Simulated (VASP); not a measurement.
## AlN: single point with PBE

AlN:

```
Al N
1.0
     3.19094    0.00000    0.00000
    -1.59547    2.76344    0.00000
     0.00000    0.00000    4.00954
Al N
2 2
Cartesian
  0.0000 1.8423 1.0024
  1.5955 0.9211 3.0072
  1.5955 0.9211 1.0024
  0.0000 1.8423 3.0072
```

This cell differs from its parent crystal: strain -3.1%.

```json
{
  "Program": "VASP 6.6.1",
  "Task": "single point",
  "Functional": "PBE",
  "Potentials or basis": "VASP PAW PBE potentials, release 64 (Al, N)",
  "Cutoff": "520 eV",
  "k mesh": "12 × 12 × 6",
  "Occupations": "fermi-dirac, width 0.02 eV",
  "Spin": "no spin polarisation"
}
```

* Pressure: 30.7 GPa
* Band gap on the k mesh: 4.16 eV, direct

Stress tensor (GPa, compression positive):
```
31.97  0.00  0.00
 0.00 31.97  0.00
 0.00  0.00 28.10
```

Levels at points of the mesh, in eV from the valence-band top:
```csv
k point,band 4,band 5,band 6,band 7,band 8,band 9,band 10,band 11,band 12,band 13
"(0.00, 0.00, 0.00)",-3.62,-3.62,-1.82,-1.82,0.00,4.16,5.40,8.89,8.89,12.28
"(0.50, 0.00, 0.00)",-5.25,-4.94,-4.48,-3.26,-1.52,4.21,7.43,8.26,9.38,10.58
"(0.00, 0.00, 0.50)",-3.91,-2.77,-2.77,-2.77,-2.77,6.41,6.41,8.98,8.98,8.98
"(0.50, 0.00, 0.50)",-7.88,-3.57,-3.57,-1.97,-1.97,5.49,5.49,10.34,10.34,12.76
```

It took 16 s on 1 thread of AMD EPYC 9R45 96-Core Processor (Zen 5) (shared host), peak memory 0.13 GiB.

Caveat: the cell differs from its parent crystal (strain -3.1%). A k mesh can miss the band edges.
